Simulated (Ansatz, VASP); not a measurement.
One calculation of LaSb4Pd, two programs

```xyz
6
Lattice="4.7677 0.0000 0.0000 0.0000 4.7677 0.0000 0.0000 0.0000 6.8821" Properties=species:S:1:pos:R:3 pbc="T T T"
La    0.0000    0.0000    3.4410
Sb    2.3839    0.0000    1.8288
Sb    2.3839    0.0000    5.0532
Sb    0.0000    2.3839    5.0532
Sb    0.0000    2.3839    1.8288
Pd    2.3839    2.3839    0.0000
```

Change from the starting cell: species swapped into the CaSnF4 type (P4/mmm, No. 123).

Alike in both runs: task single point; functional PBE; k mesh 4 × 4 × 4; occupations gaussian, width 0.1 eV; no spin polarisation.

```csv
,VASP,Ansatz
version,VASP 6.6.1,Ansatz 0.2.0
potentials or method,"VASP PAW PBE potentials, release 64 (La, Sb, Pd), cutoff 520 eV","scalar-relativistic, plane waves, PAW"
valence electrons in the cell,41,89
```

Ansatz gave:

- gap on the k mesh at the Fermi level (eV): none
- pressure (GPa): 13.8
- traceless stress, the component that is largest in VASP (GPa): 0.59
- rms of the force components (eV/Å): 1.440

Problem. Which values does VASP return?

Solution. gap on the k mesh at the Fermi level (eV): none; pressure (GPa): 13.6; traceless stress, the component that is largest in VASP (GPa): 0.59; rms of the force components (eV/Å): 1.436.

Atom by atom the forces differ by 0.004 eV/Å (rms over components). A gap of «none» marks a metal or a gap that the smearing closes. The functional is the same, so the differences come from potentials, cutoffs and numerics. VASP's potentials hold 41 valence electrons a cell and Ansatz's 89, so a difference there can come from the potentials and not from the codes.

Neither program's run includes spin-orbit coupling.
